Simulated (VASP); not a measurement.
# SnTe (Cm) in VASP: single point with PBE

Aim: the single point of SnTe with PBE.

All numbers are computed with VASP 6.6.1; they aren't measurements. Logs are shortened: lines on timing, memory, paths and dates and some standing lists are left out, and cuts for length are marked.

### 1 The cell of the first run

Symmetry: Cm, No. 8, monoclinic system. Conventional cell: a = 5.705 Å, b = 5.598 Å, c = 4.018 Å, α = 90.00°, β = 91.57°, γ = 90.00°. Sn (site symmetry m) has 8 Te at 3.24 to 3.83 Å and 6 Sn at 4.00 to 4.02 Å within 4.3 Å. Te (site symmetry m) has 8 Sn at 3.24 to 3.83 Å and 6 Te at 4.00 to 4.02 Å within 4.3 Å.

### 2 Single point, PBE (strained and its atoms moved)

INCAR reads:

```
PREC = Accurate
ENCUT = 520
EDIFF = 1E-7
ISMEAR = 0
SIGMA = 0.1
LREAL = False
LASPH = True
NELM = 80
ALGO = Normal
ISIF = 2
LWAVE = False
LCHARG = False
GGA = PE
NBANDS = 17
```

KPOINTS reads:

```
regular mesh
0
Gamma
  10 10 10
```

POSCAR reads:

```
SnTe
1.0
    4.0173115480      0.0390470000      0.0390470000
    0.0390470000      3.9963433090      0.0376413080
    0.0390470000      0.0376413080      3.9963433090
Sn Te
1 1
Direct
   -0.0113848527     -0.0259433617     -0.0259433617
    0.5113848527      0.5259433617      0.5259433617
```

Potentials or basis: VASP PAW PBE potentials, release 64 (Sn_d, Te).

Command:

```
$ cat potpaw_PBE.64/Sn_d/POTCAR potpaw_PBE.64/Te/POTCAR > POTCAR
$ mpirun -np 1 vasp_std > vasp.out
```

OUTCAR:

```text
PREC = Accurate
   ENCUT = 520
   EDIFF = 1E-7
   ISMEAR = 0
   LREAL = False
   LASPH = True
   NELM = 80
   ISIF = 2
   GGA = PE

 ion  position               nearest neighbor table
   1  0.989  0.974  0.974-   2 3.24   2 3.26   2 3.40   2 3.40   2 3.52   2 3.52   2 3.64
   2  0.511  0.526  0.526-   1 3.24   1 3.26   1 3.40   1 3.40   1 3.52   1 3.52   1 3.64

  LATTYP: Found a base centered monoclinic cell.
 ALAT       =     5.7054502411
 B/A-ratio  =     0.9812459705
 C/A-ratio  =     0.7041847505
 COS(beta)  =    -0.0274294444

  Lattice vectors:

 A1 = (  -0.0390470000,  -3.9963433090,  -0.0376413080)
 A2 = (  -0.0390470000,  -0.0376413080,  -3.9963433090)
 A3 = (   4.0173115480,   0.0390470000,   0.0390470000)

Analysis of symmetry for initial positions (statically):
=====================================================================
 Subroutine PRICEL returns:
 Original cell was already a primitive cell.

 Routine SETGRP: Setting up the symmetry group for a
 base centered monoclinic supercell.

 Subroutine GETGRP returns: Found  2 space group operations
 (whereof  2 operations were pure point group operations)
 out of a pool of  4 trial point group operations.

The static configuration has the point symmetry C_1h.

Analysis of symmetry for dynamics (positions and initial velocities):
=====================================================================
 Subroutine PRICEL returns:
 Original cell was already a primitive cell.

 Routine SETGRP: Setting up the symmetry group for a
 base centered monoclinic supercell.

 Subroutine GETGRP returns: Found  2 space group operations
 (whereof  2 operations were pure point group operations)
 out of a pool of  4 trial point group operations.

The dynamic configuration has the point symmetry C_1h.

 Subroutine INISYM returns: Found  2 space group operations
 (whereof  2 operations are pure point group operations),
 and found     1 'primitive' translations

----------------------------------------------------------------------------------------

                                     Primitive cell

  volume of cell :      64.1418

  direct lattice vectors                    reciprocal lattice vectors
     4.017311548  0.039047000  0.039047000     0.248969538 -0.002409903 -0.002409903
     0.039047000  3.996343309  0.037641308    -0.002409903  0.250274280 -0.002333771
     0.039047000  0.037641308  3.996343309    -0.002409903 -0.002333771  0.250274280

  length of vectors
     4.017691055  3.996711321  3.996711321     0.248992863  0.250296763  0.250296763

[... 76 lines left out ...]
   LSORBIT =      F    spin-orbit coupling
   LASPH  =      T    aspherical Exc in radial PAW
   ENCUT  =  520.0 eV  38.22 Ry    6.18 a.u.   7.47  7.43  7.43*2*pi/ulx,y,z
   NELM   =     80;   NELMIN=  2; NELMDL= -5     # of ELM steps
   EDIFF  = 0.1E-06   stopping-criterion for ELM
   LREAL  =      F    real-space projection
   EDIFFG = 0.1E-05   stopping-criterion for IOM
   NSW    =      0    number of steps for IOM
   IBRION =     -1    ionic relax: 0-MD 1-quasi-New 2-CG
   NFREE  =      0    steps in history (QN), initial steepest desc. (CG)
   ISIF   =      2    stress and relaxation
   ISYM   =      2    0-nonsym 1-usesym 2-fastsym
   POTIM  = 0.5000    time-step for ionic-motion
   TEBEG  =    0.0;   TEEND  =   0.0 temperature during run
   PSTRESS=    0.0 pullay stress
   NELECT =      20.0000    total number of electrons
   NUPDOWN=      -1.0000    fix difference up-down
   EMIN   =  10.00;   EMAX   =-10.00  energy-range for DOS
   EFERMI =   0.00;   METHOD = LEGACY
   ISMEAR =     0;   SIGMA  =   0.10  broadening in eV -4-tet -1-fermi 0-gaus
   EFERMI_NEDOS =   21; number of points for ismear=-14 and -15
   IALGO  =     38    algorithm
   IMIX   =      4    mixing-type and parameters
     AMIX     =   0.40;   BMIX     =  1.00
     AMIX_MAG =   1.60;   BMIX_MAG =  1.00
  volume/ion in A,a.u.               =      32.07       216.42
  Fermi-wavevector in a.u.,A,eV,Ry     =   1.110123  2.097829 16.767463  1.232374
  Thomas-Fermi vector in A             =   2.246671
   LORBIT       =      0    0 simple, 1 ext, 2 COOP (PROOUT), +10 PAW based schemes
   GGA     = PE    functional components
   LHFCALC =     F    Hartree Fock is set to
   AEXX    =    0.0000 exact exchange contribution
   IVDW    =     0    specifies the selected vdW correction
   LEPSILON=     F    determine dielectric tensor
   LRPA    =     F    only Hartree local field effects (RPA)
 non-spin polarized calculation
 Gauss-broadening in eV      SIGMA  =   0.10
  energy-cutoff  :      520.00
  volume of cell :       64.14
 maximum number of plane-waves:      1761
 NGX is ok and might be reduce to    30
   NGX = 15   NGY = 15   NGZ = 15

 number of electron      19.9999992 magnetization

 Free energy of the ion-electron system (eV)
  ---------------------------------------------------
  ext. energy  EPLUGINS =         0.00000000
  ---------------------------------------------------
  free energy    TOTEN  =        -7.08172759 eV

  energy without entropy =       -7.07542064  energy(sigma->0) =       -7.07857411

 E-fermi :   6.1053     XC(G=0):  -9.5173

 val. band max:        6.0991251625   @ k =   0.5000   0.5000   0.4000
 cond. band min:       6.1132356301   @ k =   0.0000   0.5000   0.3000
 fundamental gap:      0.0141104677
 Fermi energy:         6.1052975494

 k-point     1 :       0.0000    0.0000    0.0000
  band No.  band energies     occupation
      1     -15.4584      2.00000
      2     -15.4575      2.00000
      3     -15.4321      2.00000
      4     -15.4286      2.00000
      5     -15.4247      2.00000
      6      -5.7205      2.00000
[... 457 lines left out ...]
      4     -15.4310      2.00000
      5     -15.4286      2.00000
      6      -4.9056      2.00000
[... 9 lines left out ...]
     16      14.3422      0.00000
     17      14.7300      0.00000

 [... further k-points ...]
[... 5 lines left out ...]
  --------------------------------------------------------------------------------------
  -------------------------------------------------------------------------------------
  Total       -1.0122161     -0.8607975     -0.8607975     -0.0178431      0.0548941     -0.0178430
  in kB      -25.2838382    -21.5015982    -21.5015982     -0.4456966      1.3711825     -0.4456945
  external PRESSURE =     -22.7623449 kB  Pullay stress =       0.0000000 kB

 VOLUME and BASIS-vectors are now :
 -----------------------------------------------------------------------------
  energy-cutoff  :      520.00
  volume of cell :       64.14
      direct lattice vectors                 reciprocal lattice vectors
     4.017311548  0.039047000  0.039047000     0.248969538 -0.002409903 -0.002409903
     0.039047000  3.996343309  0.037641308    -0.002409903  0.250274280 -0.002333771
     0.039047000  0.037641308  3.996343309    -0.002409903 -0.002333771  0.250274280

 POSITION                                       TOTAL-FORCE (eV/Angst)
 -----------------------------------------------------------------------------------
      4.04764      3.96793      3.96793        -0.088928     -0.166487     -0.166487
      2.09547      2.14162      2.14162         0.088928      0.166487      0.166487
 -----------------------------------------------------------------------------------
    total drift:                               -0.000416     -0.000225     -0.000222

  FREE ENERGIE OF THE ION-ELECTRON SYSTEM (eV)
  ---------------------------------------------------
  free  energy   TOTEN  =        -7.0817275884 eV

  energy  without entropy=       -7.0754206400  energy(sigma->0) =       -7.07857411
```

stdout:

```text
POSCAR found type information on POSCAR SnTe
 POSCAR found :  2 types and       2 ions
 scaLAPACK will be used
 LDA part: xc-table for (Slater+PW92), standard interpolation
 POSCAR, INCAR and KPOINTS ok, starting setup
 FFT: planning ... GRIDC
 FFT: planning ... GRID_SOFT
 FFT: planning ... GRID
 WAVECAR not read
 entering main loop
```

It used 410 s of CPU time on 1 thread of AMD EPYC 7R13 Processor (Zen 3), on a shared host.

What came out:

- Free energy: -7.0817 eV
- Pressure: -2.3 GPa
- Largest force: 0.252 eV/Å
- Band gap on the k mesh: zero (band 10 reaches 6.40 eV, above the bottom of band 11 at 5.17 eV)

Forces on the atoms (eV/Å):
```
Sn  -0.089 -0.166 -0.166
Te   0.089  0.166  0.166
```

Stress tensor (GPa, compression positive):
```
-2.53 -0.04 -0.04
-0.04 -2.15  0.14
-0.04  0.14 -2.15
```

Caveat: the cell differs from its parent crystal (strained and its atoms moved); spin-orbit coupling is left out, which moves the levels of the heavy elements.
